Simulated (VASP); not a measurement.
Write the native input for VASP 6.6.1 that does the following.

```yaml
Task: single point
Functional: revPBE
Potentials_or_basis: VASP PAW PBE potentials, release 64 (Te, Be)
Cutoff: 520 eV
k_mesh: 8 × 8 × 8
Occupations: fermi-dirac, width 0.05 eV
Spin: no spin polarisation
Dipole_correction: no
Further_INCAR_settings: ALGO = Normal; EDIFF = 1e-06; NBANDS = 11
```

The structure of BeTe lies in POSCAR:

```
BeTe
1.0
    0.0000000000      2.8523641777      2.8523641777
    2.8523641777      0.0000000000      2.8523641777
    2.8523641777      2.8523641777      0.0000000000
Te Be
1 1
Direct
    0.7500000000      0.7500000000      0.7500000000
    0.0000000000      0.0000000000      0.0000000000
```

These files were run (other wordings do the same):

INCAR

```
SYSTEM = BeTe
PREC     = Accurate       ! precision mode
ENCUT    = 520            ! plane-wave cutoff, eV
EDIFF    = 1E-6           ! SCF threshold, eV
ISMEAR   = -1             ! smearing method
SIGMA    = 0.05           ! smearing width, eV
LREAL    = .FALSE.        ! projectors in reciprocal space
LASPH    = .TRUE.         ! aspherical terms in the spheres
NELM     = 80             ! most SCF steps
ALGO     = Normal         ! electronic algorithm
ISIF     = 2              ! what is computed and relaxed
LWAVE    = .FALSE.        ! write WAVECAR
LCHARG   = .FALSE.        ! write CHGCAR
GGA      = RE             ! functional
NBANDS   = 11             ! bands
```

KPOINTS

```
Automatic mesh
0
G
  8 8 8
  0 0 0
```

Potentials or basis: VASP PAW PBE potentials, release 64 (Te, Be).

The run is started by

```sh
$ cat potpaw_PBE.64/Te/POTCAR potpaw_PBE.64/Be/POTCAR > POTCAR
$ mpirun -np 1 vasp_std > vasp.out
```

Results of the run:

The pressure is 0.1 GPa and the band gap on the k mesh is 2.14 eV, indirect (least direct gap 3.61 eV).

Caveat: the PAW data sets were made with another functional, which shifts forces and pressure a little; spin-orbit coupling is left out, which moves the levels of the heavy elements.

Run time: 28 s on 1 thread of Intel Xeon 8259CL, on a shared host, peak memory 0.14 GiB.
